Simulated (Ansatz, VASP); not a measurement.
Two plane-wave programs on SrCl2

Contents of POSCAR:

```
SrCl2
1.0
    2.0857437514      1.2042047163      6.1350485022
   -2.0857437514      1.2042047163      6.1350485022
    0.0000000000     -2.4084094327      6.1350485022
Sr Cl
1 2
Direct
    0.0002014272      0.0002014272      0.0002014272
    0.4227725646      0.4227725646      0.4227725646
    0.2436926748      0.2436926748      0.2436926748
```

INCAR.step1

```
PREC     = Accurate       # precision mode
ENCUT    = 520            # plane-wave cutoff, eV
ISMEAR   = -1             # smearing method
SIGMA    = 0.05           # smearing width, eV
LREAL    = False          # projectors in reciprocal space
LASPH    = True           # aspherical terms in the spheres
NELM     = 80             # most SCF steps
NBANDS   = 19             # bands
GGA      = PE             # functional
ALGO     = Normal         # electronic algorithm
EDIFF    = 1E-4           # SCF threshold, eV
LWAVE    = True           # write WAVECAR
LCHARG   = False          # write CHGCAR
```

The input INCAR.step2:

```
PREC     = Accurate       # precision mode
ENCUT    = 520            # plane-wave cutoff, eV
EDIFF    = 1E-7           # SCF threshold, eV
ISMEAR   = -1             # smearing method
SIGMA    = 0.05           # smearing width, eV
LREAL    = False          # projectors in reciprocal space
LASPH    = True           # aspherical terms in the spheres
NELM     = 80             # most SCF steps
ALGO     = Normal         # electronic algorithm
ISIF     = 2              # what is computed and relaxed
LWAVE    = False          # write WAVECAR
LCHARG   = False          # write CHGCAR
METAGGA  = R2SCAN         # meta-GGA
LMIXTAU  = True         
NBANDS   = 19             # bands
ISTART   = 1
```

KPOINTS

```
regular mesh
0
Gamma
  6 6 6
```

Input for Ansatz:

```yaml
crystal:
  lattice:
    - [2.0857437514, 1.2042047163, 6.1350485022]
    - [-2.0857437514, 1.2042047163, 6.1350485022]
    - [0.0, -2.4084094327, 6.1350485022]
  atoms:
    - { symbol: Sr, position: [0.0002014272, 0.0002014272, 0.0002014272] }
    - { symbol: Cl, position: [0.4227725646, 0.4227725646, 0.4227725646] }
    - { symbol: Cl, position: [0.2436926748, 0.2436926748, 0.2436926748] }
kpoints:
  mp_grid: { grid: [6, 6, 6] }
hamiltonian:
  xc: r2scan
scf:
  occupations: { method: fermi_dirac, width: 0.05 }
  n_extra_bands: 4
output:
  forces: true
  stress: true
  eigenvalues: true
```

Alike in both runs: task single point; functional r2SCAN; k mesh 6 × 6 × 6; occupations fermi-dirac, width 0.05 eV; no spin polarisation.

|  | VASP | Ansatz |
| --- | --- | --- |
| version | VASP 6.6.1 | Ansatz 0.2.0 |
| potentials or method | VASP PAW PBE potentials, release 64 (Sr_sv, Cl) | plane waves |
| plane-wave cutoff (eV) | 520 | 500 |
| valence electrons in the cell | 24 | 24 |

```csv
,VASP,Ansatz,Ansatz less VASP
gap on the k mesh at the Fermi level (eV),4.88,4.87,-0.015
pressure (GPa),0.7,0.6,-0.05
rms of the force components (eV/Å),0.004,0.006,+0.0020
```

VASP's potentials were made for PBE, not for r2SCAN. Atom by atom the forces differ by 0.009 eV/Å (rms over components).
